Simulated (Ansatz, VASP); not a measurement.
**Two plane-wave programs on NaCl**

```
Na Cl
1.0
     0.00000    2.80095    2.80095
     2.80095    0.00000    2.80095
     2.80095    2.80095    0.00000
Na Cl
1 1
Direct
  0.00000 0.00000 0.00000
  0.50000 0.50000 0.50000
```

Alike in both runs: functional PBEsol; k mesh 10 × 10 × 10; occupations fermi-dirac, width 0.08 eV; no spin polarisation.

Ansatz relaxed the structure, and its values are those at the end. VASP's run is a single point on that final structure, the one shown.

|  | VASP | Ansatz |
| --- | --- | --- |
| version | VASP 6.6.1 | Ansatz 0.2.0 |
| potentials or method | VASP PAW PBE potentials, release 64 (Na_pv, Cl) | PAW with Ansatz's default frozen-core files, scalar-relativistic |
| plane-wave cutoff (eV) | 520 | 420 |
| valence electrons in the cell | 14 | 16 |

|  | VASP | Ansatz | Ansatz less VASP |
| --- | --- | --- | --- |
| pressure (GPa) | 0.0 | 0.0 | -0.02 |

VASP's potentials were made for PBE, not for PBEsol. With one functional, cell and mesh, what is left measures potentials, basis and numerics. VASP's potentials hold 14 valence electrons a cell and Ansatz's 16, so a difference there can come from the potentials and not from the codes.
